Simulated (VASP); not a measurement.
Runs of VASP 6.6.1 on TaN. The structure is that of space group P-6m2 (No. 187), or close to it. The cells are those of the table. 

```csv
cell,gap on the mesh (eV),pressure (GPa)
"a = 2.938, b = 2.938, c = 2.883 Å, angles 90.0, 90.0, 120.0°, 2 atoms",none,-9.8
"a = 2.898, b = 2.898, c = 2.844 Å, angles 90.0, 90.0, 120.0°, 2 atoms",none,(b)
"a = 2.857, b = 2.857, c = 2.804 Å, angles 90.0, 90.0, 120.0°, 2 atoms",none,(a)
"a = 3.014, b = 3.014, c = 2.958 Å, angles 90.0, 90.0, 120.0°, 2 atoms",none,-31.7
"a = 2.977, b = 2.977, c = 2.921 Å, angles 90.0, 90.0, 120.0°, 2 atoms",none,-21.9
```

Alike in all rows: task single point; level LDA; potentials or basis VASP PAW LDA potentials, release 64 (Ta_pv, N); no spin polarisation; k mesh 11 × 11 × 10; cutoff (eV) 520; smearing fermi-dirac 0.1 eV.

Q: Fill in the values left out.

A: (a) 24.2; (b) 5.3.

Caveats: spin-orbit coupling is left out, which moves the levels of the heavy elements.

A k mesh can miss the band edges, and the runs leave out spin-orbit coupling on Ta.

A gap of «none» marks levels without a gap at the run's occupations.
